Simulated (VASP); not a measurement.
# CdSe (I-4m2) in VASP: a series of runs

The runs below take CdSe through single point, with r2SCAN.

Program: VASP 6.6.1. These are calculated values, not measurements. Logs are shortened: lines on timing, memory, paths and dates and some standing lists are left out, and cuts for length are marked.

## 1. The cell of the first run

It takes space group I-4m2 (No. 119, tetragonal). The conventional cell has a = 4.295 Å, b = 4.295 Å, c = 6.219 Å, α = 90.00°, β = 90.00°, γ = 90.00°. Within 3.5 Å of Cd (site symmetry -4m2) lie 4 Se at 2.65 Å. Se (site symmetry -4m2) has 4 Cd at 2.65 Å within 3.5 Å.

## 2. Single point, r2SCAN (epitaxial xy strain -1.0%)

POSCAR reads:

```
CdSe
1.0
    0.0000000000      3.0371031557      3.1097494738
    3.0371031557      0.0000000000      3.1097494738
    3.0371031557      3.0371031557      0.0000000000
Cd Se
1 1
Direct
    0.0000000000      0.0000000000      0.0000000000
    0.2500000000      0.2500000000      0.2500000000
```

INCAR.step1 reads:

```
SYSTEM = CdSe
  ALGO = Normal
  EDIFF = 1E-4
  ENCUT = 520
  GGA = PE
  ISMEAR = 0
  LASPH = .TRUE.
  LCHARG = .FALSE.
  LREAL = .FALSE.
  LWAVE = .TRUE.
  NBANDS = 16
  NELM = 60
  PREC = Accurate
  SIGMA = 0.01
```

INCAR.step2 reads:

```
SYSTEM = CdSe
  ALGO = Normal
  EDIFF = 1E-7
  ENCUT = 520
  ISIF = 2
  ISMEAR = 0
  ISTART = 1
  LASPH = .TRUE.
  LCHARG = .TRUE.
  LELF = .TRUE.
  LMIXTAU = .TRUE.
  LREAL = .FALSE.
  LVHAR = .TRUE.
  LWAVE = .FALSE.
  METAGGA = R2SCAN
  NBANDS = 16
  NELM = 60
  PREC = Accurate
  SIGMA = 0.01
```

KPOINTS reads:

```
k-points
0
G
  8 8 8
  0 0 0
```

Potentials or basis: VASP PAW PBE potentials, release 64 (Cd, Se).

Launch:

```
cat potpaw_PBE.64/Cd/POTCAR potpaw_PBE.64/Se/POTCAR > POTCAR
cp INCAR.step1 INCAR
mpirun -np 1 vasp_std > vasp.out
cp INCAR.step2 INCAR
mpirun -np 1 vasp_std > vasp.out
```

OUTCAR:

```text
SYSTEM = CdSe
   EDIFF = 1E-7
   ENCUT = 520
   ISIF = 2
   ISMEAR = 0
   ISTART = 1
   LASPH = .TRUE.
   LREAL = .FALSE.
   METAGGA = R2SCAN
   NELM = 60
   PREC = Accurate

 ion  position               nearest neighbor table
   1  0.000  0.000  0.000-   2 2.65   2 2.65   2 2.65   2 2.65
   2  0.250  0.250  0.250-   1 2.65   1 2.65   1 2.65   1 2.65

  LATTYP: Found a body centered tetragonal cell.
 ALAT       =     4.2951124731
 C/A-ratio  =     1.4480409970

  Lattice vectors:

 A1 = (  -3.0371031557,   0.0000000000,   3.1097494738)
 A2 = (   3.0371031557,   0.0000000000,   3.1097494738)
 A3 = (   0.0000000000,   3.0371031557,  -3.1097494738)

Analysis of symmetry for initial positions (statically):
=====================================================================
 Subroutine PRICEL returns:
 Original cell was already a primitive cell.

 Routine SETGRP: Setting up the symmetry group for a
 body centered tetragonal supercell.

 Subroutine GETGRP returns: Found  8 space group operations
 (whereof  8 operations were pure point group operations)
 out of a pool of 16 trial point group operations.

The static configuration has the point symmetry D_2d.

Analysis of symmetry for dynamics (positions and initial velocities):
=====================================================================
 Subroutine PRICEL returns:
 Original cell was already a primitive cell.

 Routine SETGRP: Setting up the symmetry group for a
 body centered tetragonal supercell.

 Subroutine GETGRP returns: Found  8 space group operations
 (whereof  8 operations were pure point group operations)
 out of a pool of 16 trial point group operations.

The dynamic configuration has the point symmetry D_2d.

 Subroutine INISYM returns: Found  8 space group operations
 (whereof  8 operations are pure point group operations),
 and found     1 'primitive' translations

----------------------------------------------------------------------------------------

                                     Primitive cell

  volume of cell :      57.3686

  direct lattice vectors                    reciprocal lattice vectors
     0.000000000  3.037103156  3.109749474    -0.164630562  0.164630562  0.160784656
     3.037103156  0.000000000  3.109749474     0.164630562 -0.164630562  0.160784656
     3.037103156  3.037103156  0.000000000     0.164630562  0.164630562 -0.160784656

  length of vectors
     4.346784716  4.346784716  4.295112473     0.282945489  0.282945489  0.282945489

  position of ions in fractional coordinates (direct lattice)
     0.000000000  0.000000000  0.000000000
     0.250000000  0.250000000  0.250000000

  ion indices of the primitive-cell ions
   primitive index   ion index
                 1           1
                 2           2

----------------------------------------------------------------------------------------

 KPOINTS: k-points

Automatic generation of k-mesh.
 Grid dimensions read from file:
 generate k-points for:    8    8    8

 Generating k-lattice:

  Cartesian coordinates                     Fractional coordinates (reciprocal lattice)
    -0.020578820  0.020578820  0.020098082     0.125000000  0.000000000  0.000000000
     0.020578820 -0.020578820  0.020098082     0.000000000  0.125000000  0.000000000
     0.020578820  0.020578820 -0.020098082     0.000000000  0.000000000  0.125000000

  Length of vectors
     0.035368186  0.035368186  0.035368186

  Shift w.r.t. Gamma in fractional coordinates (k-lattice)
     0.000000000  0.000000000  0.000000000

 Subroutine IBZKPT returns following result:
 ===========================================

 Found     59 irreducible k-points:

 Following reciprocal coordinates:
            Coordinates               Weight
  0.000000  0.000000  0.000000      1.000000
  0.125000  0.000000  0.000000      8.000000
  0.250000  0.000000  0.000000      8.000000
  0.375000  0.000000  0.000000      8.000000
  0.500000  0.000000  0.000000      4.000000
  0.125000  0.125000  0.000000      2.000000
[... 16 lines left out ...]
  0.250000  0.000000  0.125000     16.000000
  0.375000  0.000000  0.125000     16.000000
 [... further k-points ...]
   k-points           NKPTS =     59   k-points in BZ     NKDIM =     59   number of bands    NBANDS=     16
   number of dos      NEDOS =    301   number of ions     NIONS =      2
   total plane-waves  NPLWV =  32768
   dimension x,y,z NGX =    32 NGY =   32 NGZ =   32
   dimension x,y,z NGXF=    64 NGYF=   64 NGZF=   64
   ions per type =               1   1
   NGX,Y,Z   is equivalent  to a cutoff of  12.24, 12.24, 12.39 a.u.
   NGXF,Y,Z  is equivalent  to a cutoff of  24.48, 24.48, 24.77 a.u.
 SYSTEM =  CdSe
   PREC   = accura    normal or accurate (medium, high low for compatibility)
   ISTART =      1    job   : 0-new  1-cont  2-samecut
   ICHARG =      0    charge: 1-file 2-atom 10-const
   ISPIN  =      1    spin polarized calculation?
   LNONCOLLINEAR =      F non collinear calculations
   LSORBIT =      F    spin-orbit coupling
   LASPH  =      T    aspherical Exc in radial PAW
   ENCUT  =  520.0 eV  38.22 Ry    6.18 a.u.   8.08  8.08  7.99*2*pi/ulx,y,z
   NELM   =     60;   NELMIN=  2; NELMDL=  0     # of ELM steps
   EDIFF  = 0.1E-06   stopping-criterion for ELM
   LREAL  =      F    real-space projection
   EDIFFG = 0.1E-05   stopping-criterion for IOM
   NSW    =      0    number of steps for IOM
   IBRION =     -1    ionic relax: 0-MD 1-quasi-New 2-CG
   NFREE  =      0    steps in history (QN), initial steepest desc. (CG)
   ISIF   =      2    stress and relaxation
   ISYM   =      2    0-nonsym 1-usesym 2-fastsym
   POTIM  = 0.5000    time-step for ionic-motion
   TEBEG  =    0.0;   TEEND  =   0.0 temperature during run
   PSTRESS=    0.0 pullay stress
   NELECT =      18.0000    total number of electrons
   NUPDOWN=      -1.0000    fix difference up-down
   EMIN   =  10.00;   EMAX   =-10.00  energy-range for DOS
   EFERMI =   0.00;   METHOD = LEGACY
   ISMEAR =     0;   SIGMA  =   0.01  broadening in eV -4-tet -1-fermi 0-gaus
   EFERMI_NEDOS =   21; number of points for ismear=-14 and -15
   IALGO  =     38    algorithm
   IMIX   =      4    mixing-type and parameters
     AMIX     =   0.40;   BMIX     =  1.00
     AMIX_MAG =   1.60;   BMIX_MAG =  1.00
  volume/ion in A,a.u.               =      28.68       193.57
  Fermi-wavevector in a.u.,A,eV,Ry     =   1.112434  2.102195 16.837331  1.237509
  Thomas-Fermi vector in A             =   2.249008
   LORBIT       =      0    0 simple, 1 ext, 2 COOP (PROOUT), +10 PAW based schemes
   METAGGA = R2SCAN    functional components
   LHFCALC =     F    Hartree Fock is set to
   AEXX    =    0.0000 exact exchange contribution
   IVDW    =     0    specifies the selected vdW correction
   LEPSILON=     F    determine dielectric tensor
   LRPA    =     F    only Hartree local field effects (RPA)
 non-spin polarized calculation
 Gauss-broadening in eV      SIGMA  =   0.01
  energy-cutoff  :      520.00
  volume of cell :       57.37
 maximum number of plane-waves:      1564
   NGX = 17   NGY = 17   NGZ = 15

 number of electron      18.0000005 magnetization

 Free energy of the ion-electron system (eV)
  ---------------------------------------------------
  ext. energy  EPLUGINS =         0.00000000
  ---------------------------------------------------
  free energy    TOTEN  =       -35.91379540 eV

  energy without entropy =      -35.91379540  energy(sigma->0) =      -35.91379540

 E-fermi :   0.6224     XC(G=0):  -9.3344

 val. band max:        0.5136709067   @ k =   0.0000   0.0000   0.0000
 cond. band min:       1.5286839304   @ k =   0.0000   0.0000   0.0000
 fundamental gap:      1.0150130237
 Fermi energy:         0.6223945677

 k-point     1 :       0.0000    0.0000    0.0000
  band No.  band energies     occupation
      1     -12.4183      2.00000
      2      -7.6211      2.00000
      3      -7.6100      2.00000
      4      -7.6100      2.00000
      5      -7.2366      2.00000
      6      -7.2323      2.00000
[... 8 lines left out ...]
     15      11.8948      0.00000
     16      12.2780      0.00000

 k-point     2 :       0.1250    0.0000    0.0000
  band No.  band energies     occupation
      1     -12.3658      2.00000
      2      -7.6011      2.00000
      3      -7.5928      2.00000
      4      -7.5624      2.00000
      5      -7.2366      2.00000
      6      -7.2337      2.00000
[... 8 lines left out ...]
     15      11.4303      0.00000
     16      11.4993      0.00000

 k-point     3 :       0.2500    0.0000    0.0000
  band No.  band energies     occupation
      1     -12.2379      2.00000
      2      -7.5634      2.00000
      3      -7.5546      2.00000
      4      -7.3952      2.00000
      5      -7.2325      2.00000
      6      -7.2312      2.00000
[... 8 lines left out ...]
     15      11.1109      0.00000
     16      11.1614      0.00000

 k-point     4 :       0.3750    0.0000    0.0000
  band No.  band energies     occupation
      1     -12.1086      2.00000
      2      -7.5337      2.00000
      3      -7.5231      2.00000
      4      -7.2230      2.00000
      5      -7.2181      2.00000
      6      -7.1186      2.00000
[... 8 lines left out ...]
     15      11.9702      0.00000
     16      12.0427      0.00000
[... 324 lines left out ...]
 k-point    22 :       0.1250    0.0000    0.1250
  band No.  band energies     occupation
      1     -12.3476      2.00000
      2      -7.5876      2.00000
      3      -7.5761      2.00000
      4      -7.5650      2.00000
      5      -7.2434      2.00000
      6      -7.2268      2.00000
[... 8 lines left out ...]
     15      11.9703      0.00000
     16      12.1614      0.00000

 k-point    23 :       0.2500    0.0000    0.1250
  band No.  band energies     occupation
      1     -12.2445      2.00000
      2      -7.5557      2.00000
      3      -7.5401      2.00000
      4      -7.4472      2.00000
      5      -7.2437      2.00000
      6      -7.2178      2.00000
[... 8 lines left out ...]
     15      11.9290      0.00000
     16      12.4814      0.00000

 k-point    24 :       0.3750    0.0000    0.1250
  band No.  band energies     occupation
      1     -12.1160      2.00000
      2      -7.5244      2.00000
      3      -7.5058      2.00000
      4      -7.2846      2.00000
      5      -7.2095      2.00000
      6      -7.1487      2.00000
[... 8 lines left out ...]
     15      12.0541      0.00000
     16      12.6442      0.00000

 [... further k-points ...]

------------------------ aborting loop because EDIFF is reached ----------------------------------------

  FORCE on cell =-STRESS in cart. coord.  units (eV):
  Direction    XX          YY          ZZ          XY          YZ          ZX
  --------------------------------------------------------------------------------------
  -------------------------------------------------------------------------------------
  Total        0.2375024      0.2375024      0.0883348      0.0000000     -0.0000000      0.0000000
  in kB        6.6329093      6.6329093      2.4669930      0.0000000     -0.0000000      0.0000000
  external PRESSURE =       5.2442705 kB  Pullay stress =       0.0000000 kB

 VOLUME and BASIS-vectors are now :
 -----------------------------------------------------------------------------
  energy-cutoff  :      520.00
  volume of cell :       57.37
      direct lattice vectors                 reciprocal lattice vectors
     0.000000000  3.037103156  3.109749474    -0.164630562  0.164630562  0.160784656
     3.037103156  0.000000000  3.109749474     0.164630562 -0.164630562  0.160784656
     3.037103156  3.037103156  0.000000000     0.164630562  0.164630562 -0.160784656

 POSITION                                       TOTAL-FORCE (eV/Angst)
 -----------------------------------------------------------------------------------
      0.00000      0.00000      0.00000         0.000000      0.000000      0.000000
      1.51855      1.51855      1.55487        -0.000000     -0.000000     -0.000000
 -----------------------------------------------------------------------------------
    total drift:                               -0.000005     -0.000005      0.000003

  FREE ENERGIE OF THE ION-ELECTRON SYSTEM (eV)
  ---------------------------------------------------
  free  energy   TOTEN  =       -35.9137954048 eV

  energy  without entropy=      -35.9137954048  energy(sigma->0) =      -35.91379540
```

It took 2.1 min on 1 thread of Intel Xeon Platinum 8259CL at 2.50GHz (Skylake/Cascade Lake), shared host; peak memory 0.21 GiB.

Results:

* Free energy: -35.9138 eV
* Pressure: 0.5 GPa
* Band gap on the k mesh: 1.01 eV, direct

Levels at points of the mesh, in eV from the valence-band top:
```
           k point  band 7  band 8  band 9  band 10  band 11  band 12
(0.00, 0.00, 0.00)   -0.08    0.00    0.00     1.01     6.45     6.45
(0.50, 0.00, 0.00)   -4.33   -0.81   -0.70     2.81     6.82     6.98
(0.50, 0.50, 0.00)   -4.11   -1.78   -1.78     3.52     4.25     9.42
(0.50, 0.00, 0.50)   -3.98   -1.89   -1.86     3.44     4.04     9.64
```

Caveat: the cell differs from its parent crystal (epitaxial xy strain -1.0%); the PAW data sets were made with another functional, which shifts forces and pressure a little.

## 3. Single point, r2SCAN (epitaxial xy strain +1.0%)

POSCAR reads:

```
CdSe
1.0
    0.0000000000      3.0984587751      3.0203020812
    3.0984587751      0.0000000000      3.0203020812
    3.0984587751      3.0984587751      0.0000000000
Cd Se
1 1
Direct
    0.0000000000      0.0000000000      0.0000000000
    0.2500000000      0.2500000000      0.2500000000
```

INCAR.step1 reads:

```
PREC     = Accurate       # precision mode
ENCUT    = 520            # plane-wave cutoff, eV
ISMEAR   = 0              # smearing method
SIGMA    = 0.01           # smearing width, eV
LREAL    = False          # projectors in reciprocal space
LASPH    = True           # aspherical terms in the spheres
NELM     = 80             # most SCF steps
NBANDS   = 16             # bands
GGA      = PE             # functional
ALGO     = Normal         # electronic algorithm
EDIFF    = 1E-4           # SCF threshold, eV
LWAVE    = True           # write WAVECAR
LCHARG   = False          # write CHGCAR
```

INCAR.step2 reads:

```
PREC     = Accurate       # precision mode
ENCUT    = 520            # plane-wave cutoff, eV
EDIFF    = 1E-6           # SCF threshold, eV
ISMEAR   = 0              # smearing method
SIGMA    = 0.01           # smearing width, eV
LREAL    = False          # projectors in reciprocal space
LASPH    = True           # aspherical terms in the spheres
NELM     = 80             # most SCF steps
ALGO     = Normal         # electronic algorithm
ISIF     = 2              # what is computed and relaxed
LWAVE    = False          # write WAVECAR
LCHARG   = False          # write CHGCAR
METAGGA  = R2SCAN         # meta-GGA
LMIXTAU  = True         
NBANDS   = 16             # bands
ISTART   = 1
```

KPOINTS reads:

```
regular mesh
0
Gamma
  8 8 8
```

Potentials or basis: VASP PAW PBE potentials, release 64 (Cd, Se).

Launch:

```
cat potpaw_PBE.64/Cd/POTCAR potpaw_PBE.64/Se/POTCAR > POTCAR
cp INCAR.step1 INCAR
mpirun -np 1 vasp_std > vasp.out
cp INCAR.step2 INCAR
mpirun -np 1 vasp_std > vasp.out
```

It took 2.3 min on 1 thread of Intel Xeon Platinum 8259CL at 2.50GHz (Skylake/Cascade Lake), shared host; peak memory 0.23 GiB.

Results (log left out):

```
Free energy            : -35.9147 eV
Pressure               : -0.1 GPa
Band gap on the k mesh : 0.97 eV, direct
```

Stress tensor (GPa, compression positive):
```
-0.19  0.00  0.00
 0.00 -0.19  0.00
 0.00  0.00  0.22
```

Levels at points of the mesh, in eV from the valence-band top:
```csv
k point,band 6,band 7,band 8,band 9,band 10,band 11,band 12,band 13
"(0.00, 0.00, 0.00)",-7.75,-0.08,-0.08,0.00,0.97,6.42,6.43,6.43
"(0.50, 0.00, 0.00)",-7.47,-4.29,-0.82,-0.71,2.76,6.78,6.97,7.68
"(0.50, 0.50, 0.00)",-7.38,-3.90,-1.90,-1.90,3.41,3.93,9.65,10.70
"(0.50, 0.00, 0.50)",-7.42,-4.04,-1.81,-1.77,3.49,4.15,9.40,10.57
```

Caveat: the cell differs from its parent crystal (epitaxial xy strain +1.0%); the PAW data sets were made with another functional, which shifts forces and pressure a little.
